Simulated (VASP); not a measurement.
Set up this calculation in VASP 6.6.1, as the native input.

| Quantity | Value |
| --- | --- |
| Task | single point |
| Functional | LDA |
| Potentials or basis | VASP PAW LDA potentials, release 64 (Y_sv) |
| Cutoff | 520 eV |
| k mesh | 9 × 9 × 12 |
| Occupations | fermi-dirac, width 0.05 eV |
| Spin | no spin polarisation |
| Dipole correction | no |
| Further INCAR settings | ALGO = Normal; EDIFF = 1e-06; NBANDS = 24 |

The structure of Y lies in POSCAR:

```
Y
1.0
    4.1685000091      0.0000000000      0.0000000000
   -2.0842500046      3.6100269036      0.0000000000
    0.0000000000      0.0000000000      2.4392391058
Y
3
Direct
    0.0000000000      0.0000000000      0.0000000000
    0.3333333333      0.6666666667      0.5000000000
    0.6666666667      0.3333333333      0.5000000000
```

The input as run:

INCAR

```
PREC = Accurate
ENCUT = 520
EDIFF = 1E-6
ISMEAR = -1
SIGMA = 0.05
LREAL = False
LASPH = True
NELM = 80
ALGO = Normal
ISIF = 2
LWAVE = False
LCHARG = True
GGA = CA
LELF = True
LVHAR = True
NBANDS = 24
```

KPOINTS

```
Automatic mesh
0
Gamma
  9 9 12
```

Potentials or basis: VASP PAW LDA potentials, release 64 (Y_sv).

Command:

```bash
$ cat potpaw_LDA.64/Y_sv/POTCAR > POTCAR
$ mpirun -np 1 vasp_std > vasp.out
```

It gave:

| Item | Value |
| --- | --- |
| Pressure | 161.3 GPa |

Wall time 31 s on 1 thread of Intel(R) Xeon(R) 6975P-C (Granite Rapids) (shared host), peak memory 0.19 GiB.
